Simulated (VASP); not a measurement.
# MoIr4 (R-3m) in VASP: single point with LDA

Aim: the single point of MoIr4 with LDA.

Program: VASP 6.6.1. These are calculated values, not measurements. Logs are shortened: lines on timing, memory, paths and dates and some standing lists are left out, and cuts for length are marked.

**1. The cell of the first run**

Symmetry: R-3m, No. 166, trigonal system. The conventional cell has a = 2.702 Å, b = 2.702 Å, c = 33.325 Å, α = 90.00°, β = 90.00°, γ = 120.00°. Within 3.6 Å of Ir (site symmetry 3m) lie 9 Ir at 2.70 to 2.74 Å and 3 Mo at 2.71 Å. Within 3.5 Å of Ir (site symmetry 3m) lie 12 Ir at 2.68 to 2.74 Å. Within 3.6 Å of Mo (site symmetry -3m) lie 6 Mo at 2.70 Å and 6 Ir at 2.71 Å.

**2. Single point, LDA**

File INCAR:

```
PREC = Accurate
ENCUT = 520
EDIFF = 1E-6
ISMEAR = -1
SIGMA = 0.05
LREAL = F
LASPH = T
NELM = 100
ALGO = Fast
ISIF = 2
LWAVE = F
LCHARG = F
GGA = CA
NBANDS = 33
```

File KPOINTS:

```
Automatic mesh
0
Gamma
  11 11 11
```

File POSCAR:

```
MoIr4
1.0
    1.3508607387      0.7799198112     11.1082148406
   -1.3508607387      0.7799198112     11.1082148406
    0.0000000000     -1.5598396223     11.1082148406
Ir Mo
4 1
Direct
    0.6002889467      0.6002889467      0.6002889467
    0.1993718071      0.1993718071      0.1993718071
    0.8006281929      0.8006281929      0.8006281929
    0.3997110533      0.3997110533      0.3997110533
    0.0000000000      0.0000000000      0.0000000000
```

Potentials or basis: VASP PAW LDA potentials, release 64 (Ir, Mo_sv).

Run with:

```sh
> cat potpaw_LDA.64/Ir/POTCAR potpaw_LDA.64/Mo_sv/POTCAR > POTCAR
> mpirun -np 1 vasp_std > vasp.out
```

OUTCAR:

```text
PREC = Accurate
   ENCUT = 520
   EDIFF = 1E-6
   ISMEAR = -1
   LREAL = F
   LASPH = T
   NELM = 100
   ISIF = 2
   GGA = CA

 ion  position               nearest neighbor table
   1  0.600  0.600  0.600-   5 2.71   5 2.71   5 2.71   2 2.74   2 2.74   2 2.74
   2  0.199  0.199  0.199-   3 2.68   3 2.68   3 2.68   1 2.74   1 2.74   1 2.74
   3  0.801  0.801  0.801-   2 2.68   2 2.68   2 2.68   4 2.74   4 2.74   4 2.74
   4  0.400  0.400  0.400-   5 2.71   5 2.71   5 2.71   3 2.74   3 2.74   3 2.74
   5  0.000  0.000  0.000-   1 2.71   1 2.71   4 2.71   4 2.71   1 2.71   4 2.71

  LATTYP: Found a trigonal (rhomboedric) cell.
 ALAT       =    11.2171982506
 COS(alpha) =     0.9709943659

  Lattice vectors:

 A1 = (   1.3508607387,   0.7799198112,  11.1082148406)
 A2 = (  -1.3508607387,   0.7799198112,  11.1082148406)
 A3 = (   0.0000000000,  -1.5598396223,  11.1082148406)

Analysis of symmetry for initial positions (statically):
=====================================================================
 Subroutine PRICEL returns:
 Original cell was already a primitive cell.

 Routine SETGRP: Setting up the symmetry group for a
 trigonal (rhombohedral) supercell.

 Subroutine GETGRP returns: Found 12 space group operations
 (whereof 12 operations were pure point group operations)
 out of a pool of 12 trial point group operations.

The static configuration has the point symmetry D_3d.

Analysis of symmetry for dynamics (positions and initial velocities):
=====================================================================
 Subroutine PRICEL returns:
 Original cell was already a primitive cell.

 Routine SETGRP: Setting up the symmetry group for a
 trigonal (rhombohedral) supercell.

 Subroutine GETGRP returns: Found 12 space group operations
 (whereof 12 operations were pure point group operations)
 out of a pool of 12 trial point group operations.

The dynamic configuration has the point symmetry D_3d.

 Subroutine INISYM returns: Found 12 space group operations
 (whereof 12 operations are pure point group operations),
 and found     1 'primitive' translations

----------------------------------------------------------------------------------------

                                     Primitive cell

  volume of cell :      70.2192

[... 87 lines left out ...]
   ICHARG =      2    charge: 1-file 2-atom 10-const
   ISPIN  =      1    spin polarized calculation?
   LNONCOLLINEAR =      F non collinear calculations
   LSORBIT =      F    spin-orbit coupling
   LASPH  =      T    aspherical Exc in radial PAW
   ENCUT  =  520.0 eV  38.22 Ry    6.18 a.u.  20.86 20.86 20.86*2*pi/ulx,y,z
   NELM   =    100;   NELMIN=  2; NELMDL= -5     # of ELM steps
   EDIFF  = 0.1E-05   stopping-criterion for ELM
   LREAL  =      F    real-space projection
   EDIFFG = 0.1E-04   stopping-criterion for IOM
   NSW    =      0    number of steps for IOM
   IBRION =     -1    ionic relax: 0-MD 1-quasi-New 2-CG
   NFREE  =      0    steps in history (QN), initial steepest desc. (CG)
   ISIF   =      2    stress and relaxation
   ISYM   =      2    0-nonsym 1-usesym 2-fastsym
   POTIM  = 0.5000    time-step for ionic-motion
   TEBEG  =    0.0;   TEEND  =   0.0 temperature during run
   PSTRESS=    0.0 pullay stress
   NELECT =      50.0000    total number of electrons
   NUPDOWN=      -1.0000    fix difference up-down
   EMIN   =  10.00;   EMAX   =-10.00  energy-range for DOS
   EFERMI =   0.00;   METHOD = LEGACY
   ISMEAR =    -1;   SIGMA  =   0.05  broadening in eV -4-tet -1-fermi 0-gaus
   EFERMI_NEDOS =   21; number of points for ismear=-14 and -15
   IALGO  =     68    algorithm
   IMIX   =      4    mixing-type and parameters
     AMIX     =   0.40;   BMIX     =  1.00
     AMIX_MAG =   1.60;   BMIX_MAG =  1.00
  volume/ion in A,a.u.               =      14.04        94.77
  Fermi-wavevector in a.u.,A,eV,Ry     =   1.461884  2.762560 29.077063  2.137104
  Thomas-Fermi vector in A             =   2.578163
   LORBIT       =      0    0 simple, 1 ext, 2 COOP (PROOUT), +10 PAW based schemes
   GGA     = CA    functional components
   LHFCALC =     F    Hartree Fock is set to
   AEXX    =    0.0000 exact exchange contribution
   IVDW    =     0    specifies the selected vdW correction
   LEPSILON=     F    determine dielectric tensor
   LRPA    =     F    only Hartree local field effects (RPA)
 non-spin polarized calculation
 RMM-DIIS sequential band-by-band and
  energy-cutoff  :      520.00
  volume of cell :       70.22
 maximum number of plane-waves:      1916
   NGX = 41   NGY = 41   NGZ = 41

 number of electron      50.0000000 magnetization

 Free energy of the ion-electron system (eV)
  ---------------------------------------------------
  ext. energy  EPLUGINS =         0.00000000
  ---------------------------------------------------
  free energy    TOTEN  =       -53.78018733 eV

  energy without entropy =      -53.73230304  energy(sigma->0) =      -53.75624519

 E-fermi :  11.1086     XC(G=0): -14.1853

 val. band max:       11.1079413001   @ k =  -0.4545   0.4545   0.4545
 cond. band min:      11.1108254817   @ k =  -0.4545   0.3636   0.2727
 fundamental gap:      0.0028841816
 Fermi energy:        11.1086113666

 k-point     1 :       0.0000    0.0000    0.0000
  band No.  band energies     occupation
      1     -49.6441      2.00000
      2     -24.0333      2.00000
      3     -23.0686      2.00000
      4     -23.0686      2.00000
      5       0.3009      2.00000
      6       1.7265      2.00000
[... 853 lines left out ...]
     32      14.3667      0.00000
     33      16.5146      0.00000

 [... further k-points ...]
[... 5 lines left out ...]
  --------------------------------------------------------------------------------------
  -------------------------------------------------------------------------------------
  Total        1.0017554      1.0017554      0.9885975      0.0000000      0.0000000      0.0000000
  in kB       22.8568425     22.8568425     22.5566213      0.0000000      0.0000000      0.0000000
  external PRESSURE =      22.7567688 kB  Pullay stress =       0.0000000 kB

 VOLUME and BASIS-vectors are now :
 -----------------------------------------------------------------------------
  energy-cutoff  :      520.00
  volume of cell :       70.22
      direct lattice vectors                 reciprocal lattice vectors
     1.350860739  0.779919811 11.108214841     0.370134379  0.213697183  0.030007822
    -1.350860739  0.779919811 11.108214841    -0.370134379  0.213697183  0.030007822
     0.000000000 -1.559839622 11.108214841     0.000000000 -0.427394366  0.030007822

 POSITION                                       TOTAL-FORCE (eV/Angst)
 -----------------------------------------------------------------------------------
      0.00000      0.00000     20.00442         0.000000      0.000000      0.012204
      0.00000      0.00000      6.64399         0.000000      0.000000      0.018106
      0.00000      0.00000     26.68065         0.000000     -0.000000     -0.018106
      0.00000      0.00000     13.32023         0.000000     -0.000000     -0.012204
      0.00000      0.00000      0.00000         0.000000     -0.000000     -0.000000
 -----------------------------------------------------------------------------------
    total drift:                               -0.000000     -0.000000      0.000000

  FREE ENERGIE OF THE ION-ELECTRON SYSTEM (eV)
  ---------------------------------------------------
  free  energy   TOTEN  =       -53.7801873316 eV

  energy  without entropy=      -53.7323030435  energy(sigma->0) =      -53.75624519
```

OSZICAR:

```text
N       E                     dE             d eps       ncg     rms          rms(c)
DAV:   1     0.578005459884E+03    0.57801E+03   -0.23168E+04  9644   0.156E+03
DAV:   2    -0.234051016819E+02   -0.60141E+03   -0.57363E+03  9741   0.501E+02
DAV:   3    -0.567795646776E+02   -0.33374E+02   -0.30546E+02 12040   0.122E+02
[... 12 lines left out ...]
RMM:  16    -0.537801993297E+02   -0.43783E-04   -0.49025E-04 12392   0.141E-01    0.826E-02
RMM:  17    -0.537801838041E+02    0.15526E-04   -0.22864E-04 11059   0.109E-01    0.265E-02
RMM:  18    -0.537801877740E+02   -0.39699E-05   -0.80977E-05 12774   0.431E-02    0.147E-02
RMM:  19    -0.537801879871E+02   -0.21302E-06   -0.14204E-05 11153   0.189E-02    0.113E-02
RMM:  20    -0.537801873316E+02    0.65550E-06   -0.35860E-06  7987   0.138E-02
   1 F= -.53780187E+02 E0= -.53756245E+02  d E =-.478843E-01
```

stdout:

```text
POSCAR found type information on POSCAR IrMo
 POSCAR found :  2 types and       5 ions
 scaLAPACK will be used
 LDA part: xc-table for (Slater(with rela. corr.)+CA(PZ))
 , standard interpolation
 POSCAR, INCAR and KPOINTS ok, starting setup
 FFT: planning ... GRIDC
 FFT: planning ... GRID_SOFT
 FFT: planning ... GRID
 WAVECAR not read
 entering main loop
```

It took 60 min on 1 thread of Intel Xeon 6975P-C (Granite Rapids), shared host; peak memory 0.95 GiB.

Results:

| Property | Result |
| --- | --- |
| Free energy | -53.7802 eV |
| Pressure | 2.3 GPa |
| Largest force | 0.018 eV/Å |
| Band gap on the k mesh | zero (bands 25 and 26 overlap by 2.60 eV) |

Forces in eV/Å, atoms in the order of the input:
```
Ir   0.000  0.000  0.012
Ir   0.000  0.000  0.018
Ir   0.000  0.000 -0.018
Ir   0.000  0.000 -0.012
Mo   0.000  0.000  0.000
```

Caveat: spin-orbit coupling is left out, which moves the levels of the heavy elements.
